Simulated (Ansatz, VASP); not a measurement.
# Two plane-wave programs on SnSe2

```
Sn Se
1.0
     3.84056    0.00000    0.00000
    -1.92028    3.32602    0.00000
     0.00000    0.00000    6.78562
Sn Se
1 2
Cartesian
  0.0000 0.0000 0.0000
  1.9203 1.1087 5.2100
  0.0000 2.2173 1.5756
```

Change from the starting cell: strain along c alone, the other axes held, atoms relaxed: +4.0 %.

Alike in both runs: functional r2SCAN; k mesh 12 × 12 × 4; occupations gaussian, width 0.02 eV; no spin polarisation.

Ansatz relaxed the structure, and its values are those at the end. VASP's run is a single point on that final structure, the one shown.

|  | VASP | Ansatz |
| --- | --- | --- |
| version | VASP 6.6.1 | Ansatz 0.2.0 |
| potentials or method | VASP PAW PBE potentials, release 64 (Sn_d, Se), cutoff 520 eV | scalar-relativistic, plane waves, PAW |
| valence electrons in the cell | 26 | 46 |

|  | VASP | Ansatz | Ansatz less VASP |
| --- | --- | --- | --- |
| gap on the k mesh at the Fermi level (eV) | 1.04 | 1.03 | -0.003 |
| least direct gap on the mesh (eV) | 1.45 | 1.45 | -0.002 |
| pressure (GPa) | -0.2 | -0.2 | -0.04 |
| rms of the force components (eV/Å) | 0.006 | 0.000 | -0.0058 |

VASP's potentials were made for PBE, not for r2SCAN. VASP's potentials hold 26 valence electrons a cell and Ansatz's 46, so a difference there can come from the potentials and not from the codes. Ansatz's warnings: stress scf threshold loose.
